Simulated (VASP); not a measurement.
A run of VASP 6.6.1:

File INCAR:

```
SYSTEM = ZnS
ALGO = Normal
EDIFF = 1E-7
ENCUT = 520
GGA = PS
ISIF = 2
ISMEAR = 0
LASPH = .True.
LCHARG = .False.
LREAL = .False.
LWAVE = .False.
NBANDS = 46
NELM = 80
PREC = Accurate
SIGMA = 0.05
```

Contents of KPOINTS:

```
k-points
0
Gamma
  6 6 6
  0 0 0
```

File POSCAR:

```
ZnS
1.0
    5.3565181498      0.0000000000      0.0000000000
    0.0000000000     -5.3565181498      0.0000000000
    0.0000000000      0.0000000000     -5.3565181498
Zn S
4 4
Direct
    0.0000000000      0.0000000000      0.0000000000
    0.5000000000      0.5000000000      0.0000000000
    0.5000000000      0.0000000000      0.5000000000
    0.0000000000      0.5000000000      0.5000000000
    0.7500000000      0.7500000000      0.7500000000
    0.2500000000      0.2500000000      0.7500000000
    0.2500000000      0.7500000000      0.2500000000
    0.7500000000      0.2500000000      0.2500000000
```

Potentials or basis: VASP PAW PBE potentials, release 64 (Zn, S).

Command:

```sh
$ cat potpaw_PBE.64/Zn/POTCAR potpaw_PBE.64/S/POTCAR > POTCAR
$ mpirun -np 1 vasp_std > vasp.out
```

Hardware: 1 thread of Intel Xeon 8259CL (shared host).

**Question.** Estimate the wall time of this run.

**Answer.** Run time: 3.6 min on 1 thread of Intel Xeon 8259CL, with other jobs on the host, peak memory 0.3 GiB. Counts: scf iterations 15, k points 20.
